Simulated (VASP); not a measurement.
Runs of VASP 6.6.1 on W. The structure is that of space group Im-3m (No. 229), or close to it. The cells are those of the table. 

| task | level | potentials or basis | cell | k mesh | cutoff (eV) | gap on the mesh (eV) | pressure (GPa) |
| --- | --- | --- | --- | --- | --- | --- | --- |
| single point | PBEsol | VASP PAW PBE potentials, release 64 (W_sv) | a = 2.737 Å, angles 109.5°, 1 atom | 36 × 36 × 36 | 520 | none | -1.1 |
| single point | r2SCAN | VASP PAW PBE potentials, release 64 (W_sv) | a = 2.744 Å, angles 109.5°, 1 atom | 24 × 24 × 24 | 520 | none | 1.2 |
| single point | LDA | VASP PAW LDA potentials, release 64 (W_sv) | a = 2.715 Å, angles 109.5°, 1 atom | 24 × 24 × 24 | 520 | none | 1.9 |
| single point | LDA | VASP PAW LDA potentials, release 64 (W_sv) | a = 2.715 Å, angles 109.5°, 1 atom | 36 × 36 × 36 | 520 | none | (a) |
| relaxation of cell and atoms | PBEsol | VASP PAW PBE potentials, release 64 (W_sv) | relaxed from a = 2.737 Å, angles 109.5°, 1 atom | 24 × 24 × 24 | 600 | none | 0.0 |

Alike in all rows: no spin polarisation; smearing methfessel-paxton 0.1 eV.

Q: Estimate the missing entries.

A: (a) 2.0.

Caveats: spin-orbit coupling is left out, which moves the levels of the heavy elements; the PAW data sets were made with another functional, which shifts forces and pressure a little (at least some runs).

A k mesh can miss the band edges, and the runs leave out spin-orbit coupling on W.

A gap of «none» marks levels without a gap at the run's occupations.
